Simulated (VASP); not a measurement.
Input of a VASP 6.6.1 run:

File INCAR:

```
ALGO = Normal
EDIFF = 1E-6
ENCUT = 520
GGA = PS
ISIF = 2
ISMEAR = 0
LASPH = T
LCHARG = F
LREAL = F
LWAVE = F
NBANDS = 17
NELM = 100
PREC = Accurate
SIGMA = 0.15
```

Contents of KPOINTS:

```
k-points
0
Gamma
  18 18 10
```

File POSCAR:

```
Pt
1.0
    2.5398123665      0.0000000000      0.0000000000
   -1.2699061833      2.1995420302      0.0000000000
    0.0000000000      0.0000000000      4.4087632800
Pt
2
Direct
    0.6666666667      0.3333333333      0.7500000000
    0.3333333333      0.6666666667      0.2500000000
```

Potentials or basis: VASP PAW PBE potentials, release 64 (Pt).

Run with:

```console
$ cat potpaw_PBE.64/Pt/POTCAR > POTCAR
$ mpirun -np 1 vasp_std > vasp.out
```

Task: Predict the pressure.

Result: 101.0 GPa.

Task: Estimate the band gap on the k mesh.

Result: Zero (band 10 reaches 16.27 eV, above the bottom of band 11 at 14.26 eV).

Stress tensor (GPa, compression positive):
```
106.25   0.00   0.00
  0.00 106.25   0.00
  0.00   0.00  90.62
```

Caveat: the cell differs from its parent crystal (strain -0.080 along x and y, -0.080 along z); the PAW data sets were made with another functional, which shifts forces and pressure a little; spin-orbit coupling is left out, which moves the levels of the heavy elements.
